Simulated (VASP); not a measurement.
A run of VASP 6.6.1 is set up as follows.

File INCAR:

```
SYSTEM = Sb
PREC = Accurate
ENCUT = 520
EDIFF = 1E-6
ISMEAR = -1
SIGMA = 0.05
LREAL = .FALSE.
LASPH = .TRUE.
NELM = 100
ALGO = Normal
ISIF = 2
LWAVE = .FALSE.
LCHARG = .TRUE.
GGA = PS
LELF = .TRUE.
LVHAR = .TRUE.
NBANDS = 8
```

Contents of KPOINTS:

```
regular mesh
0
G
  12 12 12
  0 0 0
```

The input POSCAR:

```
Sb
1.0
    3.0529650997      0.0000000000      0.0000000000
    0.0000000000      3.0529650997      0.0000000000
    0.0000000000      0.0000000000      3.1450104822
Sb
1
Direct
    0.0000000000      0.0000000000      0.0000000000
```

Potentials or basis: VASP PAW PBE potentials, release 64 (Sb).

Command:

```bash
$ cat potpaw_PBE.64/Sb/POTCAR > POTCAR
$ mpirun -np 1 vasp_std > vasp.out
```

Problem. What does it give for the pressure?

Solution. -1.1 GPa.

Stress tensor (GPa, compression positive):
```
-0.50  0.00  0.00
 0.00 -0.50  0.00
 0.00  0.00 -2.38
```

Caveat: the PAW data sets were made with another functional, which shifts forces and pressure a little.
